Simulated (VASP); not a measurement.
Wanted: the native input for a VASP 6.6.1 run.

| Item | Value |
| --- | --- |
| Task | single point |
| Functional | PBEsol |
| Potentials or basis | VASP PAW PBE potentials, release 64 (Ta_sv_GW, N) |
| Cutoff | 700 eV |
| k mesh | 12 × 12 × 13 |
| Occupations | gaussian, width 0.1 eV |
| Spin | no spin polarisation |
| Dipole correction | no |
| Further INCAR settings | ALGO = Normal; EDIFF = 1e-06; NBANDS = 16; ISYM = 0 |

The structure of TaN lies in POSCAR:

```
TaN
1.0
    3.0358717017     -0.0000000136     -0.0003780923
   -1.5179358626      2.6291420367      0.0000000000
    1.5176139640      0.8761948306      2.5955920604
Ta N
1 1
Direct
    0.0000000000      0.0000000000      0.0000000000
    0.0000000000      0.5000000000      0.5000000000
```

The input as run:

INCAR

```
PREC = Accurate ; ENCUT = 700
EDIFF = 1E-6 ; ISMEAR = 0
SIGMA = 0.1 ; LREAL = F
LASPH = T ; NELM = 120
ALGO = Normal ; ISIF = 2
LWAVE = F ; LCHARG = T
GGA = PS ; LELF = T
LVHAR = T ; NBANDS = 16
ISYM = 0 ; GGA_COMPAT = F
```

KPOINTS

```
Automatic mesh
0
Gamma
  12 12 13
```

Potentials or basis: VASP PAW PBE potentials, release 64 (Ta_sv_GW, N).

The run is started by

```console
$ cat potpaw_PBE.64/Ta_sv_GW/POTCAR potpaw_PBE.64/N/POTCAR > POTCAR
$ mpirun -np 1 vasp_std > vasp.out
```

Results of the run:

```
Pressure               : 4.1 GPa
Band gap on the k mesh : zero (bands 9 and 10 overlap by 3.61 eV)
```

Caveat: the stress differs along the axes, from 0 to 6 GPa; the PAW data sets were made with another functional, which shifts forces and pressure a little; spin-orbit coupling is left out, which moves the levels of the heavy elements.

Run time: 3.2 min on 1 thread of AMD EPYC 9R45 96-Core Processor (Zen 5), on a shared host, peak memory 0.59 GiB.
